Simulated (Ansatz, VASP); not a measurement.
# Two plane-wave programs on Cd

Contents of INCAR:

```
  PREC = Accurate
  ENCUT = 600
  EDIFF = 1E-6
  ISMEAR = 0
  SIGMA = 0.1
  LREAL = F
  LASPH = T
  NELM = 80
  ALGO = Fast
  ISIF = 3
  LWAVE = F
  LCHARG = F
  GGA = PE
  IBRION = 2
  NSW = 100
  EDIFFG = -0.005
```

File KPOINTS:

```
regular mesh
0
Gamma
  15 15 8
```

The input POSCAR:

```
Cd
1.0
    3.1122758736      0.0000000000      0.0000000000
   -1.5561379368      2.6953099701      0.0000000000
    0.0000000000      0.0000000000      5.2174573979
Cd
2
Direct
    0.3333333333      0.6666666667      0.7500000000
    0.6666666667      0.3333333333      0.2500000000
```

Input for Ansatz:

```yaml
crystal:
  lattice:
    - [3.1122758736, 0.0, 0.0]
    - [-1.5561379368, 2.6953099701, 0.0]
    - [0.0, 0.0, 5.2174573979]
  atoms:
    - { symbol: Cd, position: [0.3333333333, 0.6666666667, 0.75] }
    - { symbol: Cd, position: [0.6666666667, 0.3333333333, 0.25] }
basis:
  ecutwfc: 420
kpoints:
  mp_grid: { grid: [15, 15, 8] }
hamiltonian:
  xc: pbe
scf:
  occupations: { method: gaussian, width: 0.1 }
output:
  forces: true
  stress: true
  eigenvalues: true
  write_density: true
  write_potential: true
  elf: true
  volumetric_format: npy
relax:
  adjacent_minimum: "off"
  f_tol: 0.005
  max_steps: 80
  cell: { stress_tol: 0.05 }
```

Alike in both runs: task relaxation of cell and atoms; functional PBE; k mesh 15 × 15 × 8; occupations gaussian, width 0.1 eV; no spin polarisation.

```csv
,VASP,Ansatz
version,VASP 6.6.1,Ansatz 0.2.0
potentials or method,"VASP PAW PBE potentials, release 64 (Cd), cutoff 600 eV","scalar-relativistic, plane waves, PAW"
valence electrons in the cell,24,40
```

```tsv
	VASP	Ansatz	Ansatz less VASP
gap on the k mesh at the Fermi level, each at its own relaxed structure (eV)	none	none	-
relaxed volume (Å³/atom)	22.97	22.90	-0.074
relaxed length of the cell vector where the two differ most in proportion (Å)	3.017	3.012	-0.0051
```

A gap of «none» marks a metal or a gap that the smearing closes. VASP's potentials hold 24 valence electrons a cell and Ansatz's 40, so a difference there can come from the potentials and not from the codes.
